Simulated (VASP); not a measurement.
The system is ZnAu.

```
Zn Au
1.0
     3.14700    0.00000    0.00000
     0.00000    3.14700    0.00000
     0.00000    0.00000    3.14700
Zn Au
1 1
Direct
  0.50000 0.50000 0.50000
  0.00000 0.00000 0.00000
```

Base run:

- Program: VASP 6.6.1
- Functional: revPBE
- Potentials or basis: VASP PAW PBE potentials, release 64 (Zn, Au)
- Cutoff: 520 eV
- k mesh: 10 × 10 × 10
- Occupations: fermi-dirac, width 0.1 eV
- Spin: no spin polarisation

Its results: pressure 7.7 GPa.

Q: The run is repeated on the same cell with these changes: functional from revPBE to PBEsol. What comes out?

A: Pressure -2.4 GPa.

PBEsol binds more tightly than revPBE, so the same cell stands under less pressure.

Caveats: the PAW data sets were made with another functional, which shifts forces and pressure a little.
